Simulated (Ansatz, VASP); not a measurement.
## Two plane-wave programs on Ta2SiO3

Contents of INCAR:

```
ALGO     = Normal         # electronic algorithm
EDIFF    = 1E-6           # SCF threshold, eV
EDIFFG   = -0.04          # ionic threshold
ENCUT    = 600            # plane-wave cutoff, eV
GGA      = PE             # functional
IBRION   = 2              # ionic algorithm
ISIF     = 3              # what is computed and relaxed
ISMEAR   = 0              # smearing method
LASPH    = T              # aspherical terms in the spheres
LCHARG   = F              # write CHGCAR
LREAL    = F              # projectors in reciprocal space
LWAVE    = F              # write WAVECAR
NELM     = 60             # most SCF steps
NSW      = 90             # ionic steps
PREC     = Accurate       # precision mode
SIGMA    = 0.1            # smearing width, eV
```

KPOINTS

```
k-points
0
Gamma
  6 6 6
```

Contents of POSCAR:

```
Ta2SiO3
1.0
    5.2636115300      0.0000000000      0.0000000000
   -2.6318057700      4.5584213000      0.0000000000
    0.0000000000      0.0000000000      3.6162871700
Ta Si O
2 1 3
Direct
    0.3333333300      0.6666666700      0.5000000000
    0.6666666700      0.3333333300      0.5000000000
    0.0000000000      0.0000000000      0.0000000000
    0.5000000000      0.0000000000      0.5000000000
    0.0000000000      0.5000000000      0.5000000000
    0.5000000000      0.5000000000      0.5000000000
```

Input for Ansatz:

```yaml
crystal:
  lattice:
    - [5.26361153, 0.0, 0.0]
    - [-2.63180577, 4.5584213, 0.0]
    - [0.0, 0.0, 3.61628717]
  atoms:
    - { symbol: Ta, position: [0.33333333, 0.66666667, 0.5] }
    - { symbol: Ta, position: [0.66666667, 0.33333333, 0.5] }
    - { symbol: Si, position: [0.0, 0.0, 0.0] }
    - { symbol: O, position: [0.5, 0.0, 0.5] }
    - { symbol: O, position: [0.0, 0.5, 0.5] }
    - { symbol: O, position: [0.5, 0.5, 0.5] }
basis:
  ecutwfc: 420
kpoints:
  mp_grid: { grid: [6, 6, 6] }
hamiltonian:
  xc: pbe
scf:
  occupations: { method: gaussian, width: 0.1 }
  lower_state_search: "off"
output:
  forces: true
  stress: true
  eigenvalues: true
relax:
  adjacent_minimum: "off"
  f_tol: 0.04
  max_steps: 70
  cell: { stress_tol: 0.4 }
```

Alike in both runs: task relaxation of cell and atoms; functional PBE; k mesh 6 × 6 × 6; occupations gaussian, width 0.1 eV; no spin polarisation.

|  | VASP | Ansatz |
| --- | --- | --- |
| version | VASP 6.6.1 | Ansatz 0.2.0 |
| potentials or method | VASP PAW PBE potentials, release 64 (Ta_pv, Si, O), cutoff 600 eV | scalar-relativistic, plane waves, PAW |
| valence electrons in the cell | 44 | 48 |

```tsv
	VASP	Ansatz	Ansatz less VASP
gap on the k mesh at the Fermi level, each at its own relaxed structure (eV)	none	none	-
relaxed volume (Å³/atom)	17.57	17.64	+0.079
relaxed cell length with the largest relative difference (Å)	6.578	6.590	+0.0123
```

A gap of «none» marks a metal or a gap that the smearing closes. VASP's potentials hold 44 valence electrons a cell and Ansatz's 48, so a difference there can come from the potentials and not from the codes.

Neither program's run includes spin-orbit coupling. Noted on VASP's run: the volume moved by over 15 % at a fixed basis, so the end points are rough.
